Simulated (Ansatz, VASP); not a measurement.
# H: VASP beside Ansatz

```xyz
1
Lattice="0.0000 1.1419 1.1419 1.1419 0.0000 1.1419 1.1419 1.1419 0.0000" Properties=species:S:1:pos:R:3 pbc="T T T"
H     1.1419    1.1419    1.1419
```

Alike in both runs: functional PBE; k mesh 26 × 26 × 26; occupations gaussian, width 0.1 eV; no spin polarisation.

Ansatz relaxed the structure, and its values are those at the end. VASP's run is a single point on that final structure, the one shown.

```csv
,VASP,Ansatz
version,VASP 6.6.1,Ansatz 0.2.0
potentials or method,"VASP PAW PBE potentials, release 64 (H), cutoff 520 eV","scalar-relativistic, plane waves, PAW"
valence electrons in the cell,1,1
```

VASP gave:

```
gap on the k mesh at the Fermi level (eV) : none
pressure (GPa)                            : -0.8
```

Problem. Estimate Ansatz's values.

Solution. gap on the k mesh at the Fermi level (eV): none; pressure (GPa): -0.1.

A gap of «none» marks a metal or a gap that the smearing closes. With one functional, cell and mesh, what is left measures potentials, basis and numerics.
